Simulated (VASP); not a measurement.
# SnO2 (Pnnm) in VASP: further runs

Runs on SnO2. Level: LDA. Tasks: single point.

All numbers are computed with VASP 6.6.1; they aren't measurements. Logs are shortened: lines on timing, memory, paths and dates and some standing lists are left out, and cuts for length are marked.

## 1. The cell of the first run

The structure is orthorhombic, space group Pnnm (No. 58). The conventional cell has a = 4.722 Å, b = 4.723 Å, c = 3.190 Å, α = 90.00°, β = 90.00°, γ = 90.00°. Sn (site symmetry 2/m) has 6 O at 1.98 to 2.18 Å within 2.6 Å. O (site symmetry m) has 3 Sn at 1.98 to 2.18 Å and 1 O at 2.35 Å within 2.6 Å.

## 2. Single point, LDA (atoms shifted along a free coordinate)

File INCAR:

```
  PREC = Accurate
  ENCUT = 520
  EDIFF = 1E-7
  ISMEAR = 0
  SIGMA = 0.05
  LREAL = F
  LASPH = T
  NELM = 60
  ALGO = Normal
  ISIF = 2
  LWAVE = F
  LCHARG = F
  GGA = CA
  NBANDS = 35
```

File KPOINTS:

```
regular mesh
0
Gamma
  6 6 8
```

File POSCAR:

```
SnO2
1.0
    4.7222897775      0.0000000000      0.0000000000
    0.0000000000      4.7228698889      0.0000000000
    0.0000000000      0.0000000000      3.1904047622
Sn O
2 4
Direct
    0.5000000000      0.5000000000      0.5000000000
    0.0000000000      0.0000000000      0.0000000000
    0.3059833077      0.3450716815      0.0000000000
    0.8059833077      0.1549283185      0.5000000000
    0.1940166923      0.8450716815      0.5000000000
    0.6940166923      0.6549283185      0.0000000000
```

Potentials or basis: VASP PAW LDA potentials, release 64 (Sn_d, O).

Command:

```bash
> cat potpaw_LDA.64/Sn_d/POTCAR potpaw_LDA.64/O/POTCAR > POTCAR
> mpirun -np 1 vasp_std > vasp.out
```

OUTCAR:

```text
PREC = Accurate
   ENCUT = 520
   EDIFF = 1E-7
   ISMEAR = 0
   LREAL = F
   LASPH = T
   NELM = 60
   ISIF = 2
   GGA = CA

 ion  position               nearest neighbor table
   1  0.500  0.500  0.500-   6 1.98   6 1.98   3 1.98   3 1.98   5 2.18   4 2.18   2 3.70   2 3.70
                             2 3.70   2 3.70   2 3.70   2 3.70   2 3.70   2 3.70
   2  0.000  0.000  0.000-   4 1.98   4 1.98   5 1.98   5 1.98   3 2.18   6 2.18   1 3.70   1 3.70
                             1 3.70   1 3.70   1 3.70   1 3.70   1 3.70   1 3.70
   3  0.306  0.345  0.000-   1 1.98   1 1.98   2 2.18
   4  0.806  0.155  0.500-   2 1.98   2 1.98   1 2.18
   5  0.194  0.845  0.500-   2 1.98   2 1.98   1 2.18
   6  0.694  0.655  0.000-   1 1.98   1 1.98   2 2.18

  LATTYP: Found a simple orthorhombic cell.
 ALAT       =     3.1904047622
 B/A-ratio  =     1.4801538142
 C/A-ratio  =     1.4803356442

  Lattice vectors:

 A1 = (   0.0000000000,   0.0000000000,   3.1904047622)
 A2 = (   4.7222897775,   0.0000000000,   0.0000000000)
 A3 = (   0.0000000000,   4.7228698889,   0.0000000000)

Analysis of symmetry for initial positions (statically):
=====================================================================
 Subroutine PRICEL returns:
 Original cell was already a primitive cell.

 Routine SETGRP: Setting up the symmetry group for a
 simple orthorhombic supercell.

 Subroutine GETGRP returns: Found  8 space group operations
 (whereof  4 operations were pure point group operations)
 out of a pool of  8 trial point group operations.

The static configuration has the point symmetry C_2h.
 The point group associated with its full space group is D_2h.

Analysis of symmetry for dynamics (positions and initial velocities):
=====================================================================
 Subroutine PRICEL returns:
 Original cell was already a primitive cell.

 Routine SETGRP: Setting up the symmetry group for a
 simple orthorhombic supercell.

 Subroutine GETGRP returns: Found  8 space group operations
 (whereof  4 operations were pure point group operations)
 out of a pool of  8 trial point group operations.

The dynamic configuration has the point symmetry C_2h.
 The point group associated with its full space group is D_2h.

 Subroutine INISYM returns: Found  8 space group operations
 (whereof  4 operations are pure point group operations),
 and found     1 'primitive' translations

----------------------------------------------------------------------------------------

                                     Primitive cell
[... 104 lines left out ...]
   NFREE  =      0    steps in history (QN), initial steepest desc. (CG)
   ISIF   =      2    stress and relaxation
   ISYM   =      2    0-nonsym 1-usesym 2-fastsym
   POTIM  = 0.5000    time-step for ionic-motion
   TEBEG  =    0.0;   TEEND  =   0.0 temperature during run
   PSTRESS=    0.0 pullay stress
   NELECT =      52.0000    total number of electrons
   NUPDOWN=      -1.0000    fix difference up-down
   EMIN   =  10.00;   EMAX   =-10.00  energy-range for DOS
   EFERMI =   0.00;   METHOD = LEGACY
   ISMEAR =     0;   SIGMA  =   0.05  broadening in eV -4-tet -1-fermi 0-gaus
   EFERMI_NEDOS =   21; number of points for ismear=-14 and -15
   IALGO  =     38    algorithm
   IMIX   =      4    mixing-type and parameters
     AMIX     =   0.40;   BMIX     =  1.00
     AMIX_MAG =   1.60;   BMIX_MAG =  1.00
  volume/ion in A,a.u.               =      11.86        80.03
  Fermi-wavevector in a.u.,A,eV,Ry     =   1.474601  2.786592 29.585156  2.174448
  Thomas-Fermi vector in A             =   2.589352
   LORBIT       =      0    0 simple, 1 ext, 2 COOP (PROOUT), +10 PAW based schemes
   GGA     = CA    functional components
   LHFCALC =     F    Hartree Fock is set to
   AEXX    =    0.0000 exact exchange contribution
   IVDW    =     0    specifies the selected vdW correction
   LEPSILON=     F    determine dielectric tensor
   LRPA    =     F    only Hartree local field effects (RPA)
 non-spin polarized calculation
 Gauss-broadening in eV      SIGMA  =   0.05
  energy-cutoff  :      520.00
  volume of cell :       71.15
 maximum number of plane-waves:      1944
 NGX is ok and might be reduce to    36
   NGX = 17   NGY = 17   NGZ = 11

 number of electron      51.9999990 magnetization

 Free energy of the ion-electron system (eV)
  ---------------------------------------------------
  ext. energy  EPLUGINS =         0.00000000
  ---------------------------------------------------
  free energy    TOTEN  =       -41.44371020 eV

  energy without entropy =      -41.44371020  energy(sigma->0) =      -41.44371020

 E-fermi :   6.1315     XC(G=0): -11.7965

 val. band max:        5.8294312015   @ k =   0.0000   0.0000   0.0000
 cond. band min:       7.3839130246   @ k =   0.0000   0.0000   0.0000
 fundamental gap:      1.5544818231
 Fermi energy:         6.1314674273

 k-point     1 :       0.0000    0.0000    0.0000
  band No.  band energies     occupation
      1     -15.1722      2.00000
      2     -14.7272      2.00000
      3     -14.0308      2.00000
      4     -14.0186      2.00000
      5     -13.9588      2.00000
      6     -13.8420      2.00000
[... 901 lines left out ...]
     34      18.1816      0.00000
     35      18.7352      0.00000

 [... further k-points ...]

------------------------ aborting loop because EDIFF is reached ----------------------------------------

  FORCE on cell =-STRESS in cart. coord.  units (eV):
  Direction    XX          YY          ZZ          XY          YZ          ZX
  --------------------------------------------------------------------------------------
  -------------------------------------------------------------------------------------
  Total        4.1638664      1.2906275      6.4486484      0.0000000      0.0000000      0.0000000
  in kB       93.7568426     29.0607679    145.2027638      0.0000000      0.0000000      0.0000000
  external PRESSURE =      89.3401248 kB  Pullay stress =       0.0000000 kB

 VOLUME and BASIS-vectors are now :
 -----------------------------------------------------------------------------
  energy-cutoff  :      520.00
  volume of cell :       71.15
      direct lattice vectors                 reciprocal lattice vectors
     4.722289778  0.000000000  0.000000000     0.211761676  0.000000000  0.000000000
     0.000000000  4.722869889  0.000000000     0.000000000  0.211735666  0.000000000
     0.000000000  0.000000000  3.190404762     0.000000000  0.000000000  0.313439853

 POSITION                                       TOTAL-FORCE (eV/Angst)
 -----------------------------------------------------------------------------------
      2.36114      2.36143      1.59520         0.000000      0.000000      0.000000
      0.00000      0.00000      0.00000         0.000000      0.000000      0.000000
      1.44494      1.62973      0.00000        -2.415828     -2.252860     -0.000000
      3.80609      0.73171      1.59520        -2.415828      2.252860      0.000000
      0.91620      3.99116      1.59520         2.415828     -2.252860     -0.000000
      3.27735      3.09314      0.00000         2.415828      2.252860      0.000000
 -----------------------------------------------------------------------------------
    total drift:                                0.000000     -0.000000      0.000000

  FREE ENERGIE OF THE ION-ELECTRON SYSTEM (eV)
  ---------------------------------------------------
  free  energy   TOTEN  =       -41.4437101996 eV

  energy  without entropy=      -41.4437101996  energy(sigma->0) =      -41.44371020
```

OSZICAR:

```text
N       E                     dE             d eps       ncg     rms          rms(c)
DAV:   1     0.629636665592E+03    0.62964E+03   -0.25615E+04  6302   0.233E+03
DAV:   2     0.536132326874E+02   -0.57602E+03   -0.54230E+03  5995   0.615E+02
DAV:   3    -0.428181254655E+02   -0.96431E+02   -0.94896E+02  5996   0.209E+02
DAV:   4    -0.478580491755E+02   -0.50399E+01   -0.50019E+01  7174   0.514E+01
DAV:   5    -0.479874393240E+02   -0.12939E+00   -0.12926E+00  6865   0.870E+00    0.165E+01
DAV:   6    -0.415093571077E+02    0.64781E+01   -0.18269E+01  8813   0.655E+01    0.660E+00
DAV:   7    -0.415409817824E+02   -0.31625E-01   -0.20865E+00  6138   0.829E+00    0.330E+00
DAV:   8    -0.414586292638E+02    0.82353E-01   -0.23131E-01  8576   0.476E+00    0.748E-01
DAV:   9    -0.414435420149E+02    0.15087E-01   -0.37714E-02  9014   0.333E+00    0.134E-01
DAV:  10    -0.414436888840E+02   -0.14687E-03   -0.36639E-03  6396   0.468E-01    0.550E-02
DAV:  11    -0.414437105222E+02   -0.21638E-04   -0.16517E-04  8994   0.144E-01    0.260E-02
DAV:  12    -0.414437127265E+02   -0.22043E-05   -0.14532E-05  7794   0.349E-02    0.139E-02
DAV:  13    -0.414437101097E+02    0.26168E-05   -0.93424E-06  8331   0.463E-02    0.113E-03
DAV:  14    -0.414437102011E+02   -0.91421E-07   -0.10920E-06  7504   0.907E-03    0.919E-04
DAV:  15    -0.414437101996E+02    0.15316E-08   -0.26351E-08  3408   0.182E-03
   1 F= -.41443710E+02 E0= -.41443710E+02  d E =-.139138E-19
```

stdout:

```text
POSCAR found type information on POSCAR SnO
 POSCAR found :  2 types and       6 ions
 scaLAPACK will be used
 LDA part: xc-table for (Slater(with rela. corr.)+CA(PZ))
 , standard interpolation
 POSCAR, INCAR and KPOINTS ok, starting setup
 FFT: planning ... GRIDC
 FFT: planning ... GRID_SOFT
 FFT: planning ... GRID
 WAVECAR not read
 entering main loop
```

It took 3.3 min on 1 thread of Intel Xeon 8259CL, shared host; peak memory 0.26 GiB.

What came out:

- Free energy: -41.4437 eV
- Pressure: 8.9 GPa
- Largest force: 3.303 eV/Å
- Band gap on the k mesh: 1.55 eV

Forces in eV/Å, atoms in the order of the input:
```
Sn   0.000  0.000  0.000
Sn   0.000  0.000  0.000
O   -2.416 -2.253  0.000
O   -2.416  2.253  0.000
O    2.416 -2.253  0.000
O    2.416  2.253  0.000
```

Levels at points of the mesh, in eV from the valence-band top:
| k point | band 24 | band 25 | band 26 | band 27 | band 28 | band 29 |
| --- | --- | --- | --- | --- | --- | --- |
| (0.00, 0.00, 0.00) | -0.60 | -0.57 | 0.00 | 1.55 | 5.33 | 6.38 |
| (0.50, 0.00, 0.00) | -1.03 | -0.52 | -0.52 | 4.26 | 4.26 | 6.35 |
| (0.00, 0.50, 0.00) | -1.03 | -0.74 | -0.74 | 4.48 | 4.48 | 7.01 |
| (0.50, 0.50, 0.00) | -1.12 | -0.76 | -0.76 | 4.38 | 4.38 | 7.13 |
| (0.00, 0.00, 0.50) | -1.54 | -1.17 | -1.17 | 6.69 | 6.69 | 9.49 |
| (0.50, 0.00, 0.50) | -0.97 | -0.42 | -0.42 | 7.02 | 7.02 | 7.81 |
| (0.00, 0.50, 0.50) | -1.12 | -0.35 | -0.35 | 6.93 | 6.93 | 7.50 |
| (0.50, 0.50, 0.50) | -1.18 | -0.72 | -0.72 | 5.93 | 5.93 | 8.07 |

Caveat: the cell differs from its parent crystal (atoms shifted along a free coordinate); the cell stands under pressure; spin-orbit coupling is left out, which moves the levels of the heavy elements; forces of over 1 eV/Å act on the atoms, so gaps and moduli don't describe the material at rest.

## 3. Single point, LDA (atoms shifted along a free coordinate)

File INCAR:

```
SYSTEM = SnO2
ALGO = Normal ; EDIFF = 1E-7
ENCUT = 520 ; GGA = CA
ISIF = 2 ; ISMEAR = 0
LASPH = .True. ; LCHARG = .False.
LREAL = .False. ; LWAVE = .False.
NBANDS = 35 ; NELM = 100
PREC = Accurate ; SIGMA = 0.05
```

File KPOINTS:

```
k-points
0
Gamma
  6 6 8
  0 0 0
```

File POSCAR:

```
SnO2
1.0
    4.7222897775      0.0000000000      0.0000000000
    0.0000000000      4.7228698889      0.0000000000
    0.0000000000      0.0000000000      3.1904047622
Sn O
2 4
Direct
    0.5000000000      0.5000000000      0.5000000000
    0.0000000000      0.0000000000      0.0000000000
    0.3059833077      0.2672588243      0.0000000000
    0.8059833077      0.2327411757      0.5000000000
    0.1940166923      0.7672588243      0.5000000000
    0.6940166923      0.7327411757      0.0000000000
```

Potentials or basis: VASP PAW LDA potentials, release 64 (Sn_d, O).

Command:

```bash
> cat potpaw_LDA.64/Sn_d/POTCAR potpaw_LDA.64/O/POTCAR > POTCAR
> mpirun -np 1 vasp_std > vasp.out
```

OUTCAR:

```text
SYSTEM = SnO2
   EDIFF = 1E-7
   ENCUT = 520
   GGA = CA
   ISIF = 2
   ISMEAR = 0
   LASPH = .True.
   LREAL = .False.
   NELM = 100
   PREC = Accurate

 ion  position               nearest neighbor table
   1  0.500  0.500  0.500-   5 1.92   4 1.92   6 2.14   6 2.14   3 2.14   3 2.14   2 3.70   2 3.70
                             2 3.70   2 3.70   2 3.70   2 3.70   2 3.70   2 3.70
   2  0.000  0.000  0.000-   3 1.92   6 1.92   4 2.14   4 2.14   5 2.14   5 2.14   1 3.70   1 3.70
                             1 3.70   1 3.70   1 3.70   1 3.70   1 3.70   1 3.70
   3  0.306  0.267  0.000-   2 1.92   1 2.14   1 2.14
   4  0.806  0.233  0.500-   1 1.92   2 2.14   2 2.14
[... 1126 lines left out ...]
  Total        3.6265349      0.1902715     -1.5107386     -0.0000000      0.0000000      0.0000000
  in kB       81.6578686      4.2842994    -34.0169617     -0.0000000      0.0000000      0.0000000
  external PRESSURE =      17.3084021 kB  Pullay stress =       0.0000000 kB

 VOLUME and BASIS-vectors are now :
 -----------------------------------------------------------------------------
  energy-cutoff  :      520.00
  volume of cell :       71.15
      direct lattice vectors                 reciprocal lattice vectors
     4.722289778  0.000000000  0.000000000     0.211761676  0.000000000  0.000000000
     0.000000000  4.722869889  0.000000000     0.000000000  0.211735666  0.000000000
     0.000000000  0.000000000  3.190404762     0.000000000  0.000000000  0.313439853

 POSITION                                       TOTAL-FORCE (eV/Angst)
 -----------------------------------------------------------------------------------
      2.36114      2.36143      1.59520         0.000000     -0.000000      0.000000
      0.00000      0.00000      0.00000         0.000000     -0.000000      0.000000
      1.44494      1.26223      0.00000         1.956056      2.069376     -0.000000
      3.80609      1.09921      1.59520         1.956056     -2.069376      0.000000
      0.91620      3.62366      1.59520        -1.956056      2.069376     -0.000000
      3.27735      3.46064      0.00000        -1.956056     -2.069376      0.000000
 -----------------------------------------------------------------------------------
    total drift:                                0.000000     -0.000000      0.000000

  FREE ENERGIE OF THE ION-ELECTRON SYSTEM (eV)
  ---------------------------------------------------
  free  energy   TOTEN  =       -41.5066107841 eV

  energy  without entropy=      -41.5066107841  energy(sigma->0) =      -41.50661078
```

OSZICAR:

```text
N       E                     dE             d eps       ncg     rms          rms(c)
DAV:   1     0.628609780345E+03    0.62861E+03   -0.25567E+04  6251   0.233E+03
DAV:   2     0.523609436491E+02   -0.57625E+03   -0.54413E+03  6035   0.612E+02
DAV:   3    -0.428837957707E+02   -0.95245E+02   -0.93490E+02  6135   0.208E+02
DAV:   4    -0.477417397901E+02   -0.48579E+01   -0.48229E+01  7036   0.504E+01
DAV:   5    -0.478699570407E+02   -0.12822E+00   -0.12805E+00  7019   0.866E+00    0.161E+01
DAV:   6    -0.415887413225E+02    0.62812E+01   -0.17279E+01  8804   0.651E+01    0.652E+00
DAV:   7    -0.416094206105E+02   -0.20679E-01   -0.20524E+00  6244   0.813E+00    0.327E+00
DAV:   8    -0.415222172831E+02    0.87203E-01   -0.23803E-01  8551   0.426E+00    0.741E-01
DAV:   9    -0.415064998864E+02    0.15717E-01   -0.34573E-02  9107   0.304E+00    0.133E-01
DAV:  10    -0.415065981558E+02   -0.98269E-04   -0.36787E-03  7320   0.482E-01    0.542E-02
DAV:  11    -0.415066111197E+02   -0.12964E-04   -0.13724E-04  9040   0.131E-01    0.232E-02
DAV:  12    -0.415066127854E+02   -0.16657E-05   -0.10586E-05  6627   0.262E-02    0.136E-02
DAV:  13    -0.415066107040E+02    0.20814E-05   -0.70965E-06  8158   0.365E-02    0.860E-04
DAV:  14    -0.415066107841E+02   -0.80066E-07   -0.82751E-07  6240   0.638E-03
   1 F= -.41506611E+02 E0= -.41506611E+02  d E =-.131669E-14
```

It took 3.7 min on 1 thread of Intel Xeon 8259CL, shared host; peak memory 0.26 GiB.

What came out:

* Free energy: -41.5066 eV
* Pressure: 1.7 GPa
* Largest force: 2.848 eV/Å
* Band gap on the k mesh: 1.09 eV

Forces in eV/Å, atoms in the order of the input:
```
Sn   0.000  0.000  0.000
Sn   0.000  0.000  0.000
O    1.956  2.069  0.000
O    1.956 -2.069  0.000
O   -1.956  2.069  0.000
O   -1.956 -2.069  0.000
```

Caveat: the cell differs from its parent crystal (atoms shifted along a free coordinate); spin-orbit coupling is left out, which moves the levels of the heavy elements; forces of over 1 eV/Å act on the atoms, so gaps and moduli don't describe the material at rest.

## 4. Single point, LDA (atoms shifted along a free coordinate)

File INCAR:

```
SYSTEM = SnO2
PREC = Accurate ; ENCUT = 520
EDIFF = 1E-6 ; ISMEAR = 0
SIGMA = 0.05 ; LREAL = .False.
LASPH = .True. ; NELM = 80
ALGO = Normal ; ISIF = 2
LWAVE = .False. ; LCHARG = .True.
LELF = .True. ; LVHAR = .True.
NBANDS = 35
```

File KPOINTS:

```
regular mesh
0
Gamma
  6 6 8
  0 0 0
```

File POSCAR:

```
SnO2
1.0
    4.7222897775      0.0000000000      0.0000000000
    0.0000000000      4.7228698889      0.0000000000
    0.0000000000      0.0000000000      3.1904047622
Sn O
2 4
Direct
    0.5000000000      0.5000000000      0.5000000000
    0.0000000000      0.0000000000      0.0000000000
    0.3059833077      0.3580510778      0.0000000000
    0.8059833077      0.1419489222      0.5000000000
    0.1940166923      0.8580510778      0.5000000000
    0.6940166923      0.6419489222      0.0000000000
```

Command:

```bash
> cat potpaw_LDA.64/Sn_d/POTCAR potpaw_LDA.64/O/POTCAR > POTCAR
> mpirun -np 1 vasp_std > vasp.out
```

Run time: 3 min. Hardware: 1 thread of Intel Xeon 8259CL, shared host; peak memory 0.26 GiB.

The run converged. Its results:

* Free energy: -40.8041 eV
* Pressure: 13.0 GPa
* Largest force: 4.488 eV/Å
* Band gap on the k mesh: 1.62 eV

Forces on the atoms (eV/Å):
```
Sn   0.000  0.000  0.000
Sn   0.000  0.000  0.000
O   -3.376 -2.957  0.000
O   -3.376  2.957  0.000
O    3.376 -2.957  0.000
O    3.376  2.957  0.000
```

Stress tensor (GPa, compression positive):
```
15.53  0.00  0.00
 0.00  2.98  0.00
 0.00  0.00 20.57
```

Levels at points of the mesh, in eV from the valence-band top:
| k point | band 23 | band 24 | band 25 | band 26 | band 27 | band 28 | band 29 | band 30 |
| --- | --- | --- | --- | --- | --- | --- | --- | --- |
| (0.00, 0.00, 0.00) | -0.84 | -0.53 | -0.41 | 0.00 | 1.62 | 5.11 | 6.48 | 6.71 |
| (0.50, 0.00, 0.00) | -0.95 | -0.95 | -0.45 | -0.45 | 4.19 | 4.19 | 6.22 | 6.22 |
| (0.00, 0.50, 0.00) | -0.94 | -0.94 | -0.69 | -0.69 | 4.45 | 4.45 | 7.08 | 7.08 |
| (0.50, 0.50, 0.00) | -1.03 | -1.03 | -0.72 | -0.72 | 4.26 | 4.26 | 7.06 | 7.06 |
| (0.00, 0.00, 0.50) | -1.48 | -1.48 | -0.99 | -0.99 | 6.89 | 6.89 | 9.10 | 9.10 |
| (0.50, 0.00, 0.50) | -0.94 | -0.94 | -0.25 | -0.25 | 7.23 | 7.23 | 7.66 | 7.66 |
| (0.00, 0.50, 0.50) | -1.09 | -1.09 | -0.17 | -0.17 | 7.13 | 7.13 | 7.25 | 7.25 |
| (0.50, 0.50, 0.50) | -1.24 | -1.24 | -0.67 | -0.67 | 6.29 | 6.29 | 7.85 | 7.85 |

Caveat: the cell differs from its parent crystal (atoms shifted along a free coordinate); the cell stands under pressure; spin-orbit coupling is left out, which moves the levels of the heavy elements; forces of over 1 eV/Å act on the atoms, so gaps and moduli don't describe the material at rest.

(Continued in part 2 of 2.)
